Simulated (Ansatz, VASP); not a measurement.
**TlMo4F: VASP beside Ansatz**

```
Tl Mo F
1.0
     4.04746    0.00000    0.00000
     0.00000    4.04746    0.00000
     0.00000    0.00000    5.72393
Tl Mo F
1 4 1
Direct
  0.50000 0.50000 0.50000
  0.50000 0.00000 0.72658
  0.00000 0.50000 0.27342
  0.50000 0.00000 0.27342
  0.00000 0.50000 0.72658
  0.00000 0.00000 0.00000
```

Change from the starting cell: species swapped into the NbVH4 type (P4/mmm, No. 123).

Alike in both runs: task single point; functional PBE; k mesh 4 × 4 × 4; occupations gaussian, width 0.1 eV; collinear spin.

|  | VASP | Ansatz |
| --- | --- | --- |
| version | VASP 6.6.1 | Ansatz 0.2.0 |
| potentials or method | VASP PAW PBE potentials, release 64 (Tl_d, Mo_sv, F), cutoff 520 eV | scalar-relativistic, plane waves, PAW |
| valence electrons in the cell | 76 | 76 |

Ansatz gave:

```
gap on the k mesh at the Fermi level (eV) : none
rms of the force components (eV/Å)        : 2.345
net moment per atom (μB)                  : 0.00
```

**Question.** Which values does VASP return?

**Answer.** gap on the k mesh at the Fermi level (eV): none; rms of the force components (eV/Å): 2.368; net moment per atom (μB): 0.00.

Atom by atom the forces differ by 0.023 eV/Å (rms over components). A gap of «none» marks a metal or a gap that the smearing closes. Ansatz's warnings: seeded moment not kept.

The k mesh is coarse, so the values compare programs but aren't converged. Spin-orbit coupling is off throughout.
